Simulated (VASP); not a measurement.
The system is CuO.

```
Cu O
1.0
     2.34465   -1.71340    0.00000
     2.34465    1.71340    0.00000
    -0.86055    0.00000    5.05944
Cu O
2 2
Direct
  0.00320 0.49680 0.00000
  0.49680 0.00320 0.50000
  0.57140 0.40560 0.25370
  0.40560 0.57140 0.75370
```

Base run:

```yaml
Program: VASP 6.6.1
Functional: LDA
Potentials_or_basis: VASP PAW LDA potentials, release 64 (Cu, O)
Cutoff: 520 eV
k_mesh: 7 × 7 × 4
Occupations: gaussian, width 0.05 eV
Spin: no spin polarisation
Hubbard_terms: Cu d U = 8.0 eV
```

Its results: band gap on the k mesh zero (bands 17 and 18 overlap by 0.88 eV); pressure -15.2 GPa; largest force 0.691 eV/Å.

The run is repeated on the same cell with these changes: spin from no spin polarisation to collinear spin, ferromagnetic start; further incar settings from ALGO = Normal; EDIFF = 1e-07; NBANDS = 25 to ALGO = Normal; EDIFF = 1e-07; NBANDS = 29. What comes out?

Band gap on the k mesh 0.91 eV (least direct gap 0.94 eV); pressure -13.8 GPa; net moment 2.00 μB per cell; site moments Cu +0.71; O +0.26 μB; largest force 0.675 eV/Å.

Caveats: the cell stands under tension; U without spin polarisation on a metal has little footing (at least some runs); an odd mesh through Γ misses points on the zone boundary, where band edges can lie (at least some runs).
